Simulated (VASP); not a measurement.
ZnS:

```
Zn S
1.0
     0.00000    2.75499    2.75499
     2.75499    0.00000    2.75499
     2.75499    2.75499    0.00000
Zn S
1 1
Cartesian
  4.1325 4.1325 4.1325
  0.0000 0.0000 0.0000
```

Program: VASP 6.6.1. Alike in all runs: task single point; no spin polarisation; cell as given; cutoff (eV) 520; smearing fermi-dirac 0.05 eV.

Order these runs on this cell by their band gap on the k mesh, lowest first.
A. level r2SCAN0; potentials or basis VASP PAW PBE potentials, release 64 (Zn, S); k mesh 5 × 5 × 5; grid for exact exchange (PRECFOCK) Normal
B. level B3LYP; potentials or basis VASP PAW PBE potentials, release 64 (Zn, S); k mesh 5 × 5 × 5; grid for exact exchange (PRECFOCK) Normal
C. level LDA; potentials or basis VASP PAW LDA potentials, release 64 (Zn, S); k mesh 9 × 9 × 9
D. level HSE06; potentials or basis VASP PAW PBE potentials, release 64 (Zn, S); k mesh 5 × 5 × 5; grid for exact exchange (PRECFOCK) Normal; screening parameter 0.2079 1/Å
E. level BLYP+D3(BJ); potentials or basis VASP PAW PBE potentials, release 64 (Zn, S); k mesh 9 × 9 × 9

C (1.64 eV), E (1.86 eV), D (3.05 eV), B (3.36 eV), A (4.08 eV).
